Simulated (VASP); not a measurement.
Here is a VASP 6.6.1 calculation.

Contents of INCAR:

```
SYSTEM = BiCl3O
  PREC = Accurate
  ENCUT = 600
  EDIFF = 1E-6
  ISMEAR = 0
  SIGMA = 0.1
  LREAL = .False.
  LASPH = .True.
  NELM = 80
  ALGO = Normal
  ISIF = 3
  LWAVE = .False.
  LCHARG = .False.
  GGA = PE
  IBRION = 2
  NSW = 90
  EDIFFG = -0.04
```

Contents of KPOINTS:

```
Automatic mesh
0
Gamma
  4 4 4
  0 0 0
```

The input POSCAR:

```
BiCl3O
1.0
    4.8387437900      0.0000000000      0.0000000000
    0.0000000000      4.8387437900      0.0000000000
    0.0000000000      0.0000000000      4.8387437900
Bi Cl O
1 3 1
Direct
    0.5000000000      0.5000000000      0.5000000000
    0.0000000000      0.5000000000      0.5000000000
    0.5000000000      0.0000000000      0.5000000000
    0.5000000000      0.5000000000      0.0000000000
    0.0000000000      0.0000000000      0.0000000000
```

Potentials or basis: VASP PAW PBE potentials, release 64 (Bi_d, Cl, O).

Launch:

```bash
$ cat potpaw_PBE.64/Bi_d/POTCAR potpaw_PBE.64/Cl/POTCAR potpaw_PBE.64/O/POTCAR > POTCAR
$ mpirun -np 1 vasp_std > vasp.out
```

(1) Predict the relaxed cell.

(2) Predict the relaxed volume.

(3) Predict the band gap on the k mesh.

Answers

(1) a = 5.395 Å, b = 5.395 Å, c = 5.395 Å, α = 90.00°, β = 90.00°, γ = 90.00°.

(2) 31.40 Å³/atom.

(3) zero (bands 21 and 22 overlap by 0.06 eV).

Caveat: the volume moved by over 15 % at a fixed basis, so the end points are rough; spin-orbit coupling is left out, which moves the levels of the heavy elements.
